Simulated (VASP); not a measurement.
Runs of VASP 6.6.1 on ZnS. The structure is that of space group Cm (No. 8), or close to it. The cells are those of the table. 

```tsv
cell	gap on the mesh (eV)	pressure (GPa)	largest force (eV/Å)
a = 3.825, b = 3.825, c = 9.385 Å, angles 87.1, 87.1, 60.0°, 6 atoms	1.67	-4.8	0.46
a = 3.825, b = 3.825, c = 9.514 Å, angles 81.3, 81.3, 60.0°, 6 atoms	0.92	-4.8	0.61
a = 3.825, b = 3.825, c = 9.767 Å, angles 75.8, 75.8, 60.0°, 6 atoms	0.88	-4.8	(b)
a = 3.825, b = 3.825, c = 10.875 Å, angles 63.9, 63.9, 60.0°, 6 atoms	(a)	-5.2	0.80
```

Alike in all rows: task single point; level LDA; potentials or basis VASP PAW LDA potentials, release 64 (Zn, S); no spin polarisation; k mesh 8 × 8 × 3; cutoff (eV) 520; smearing gaussian 0.05 eV.

Question: Estimate the missing entries.

Answer: (a) 1.57; (b) 0.32.

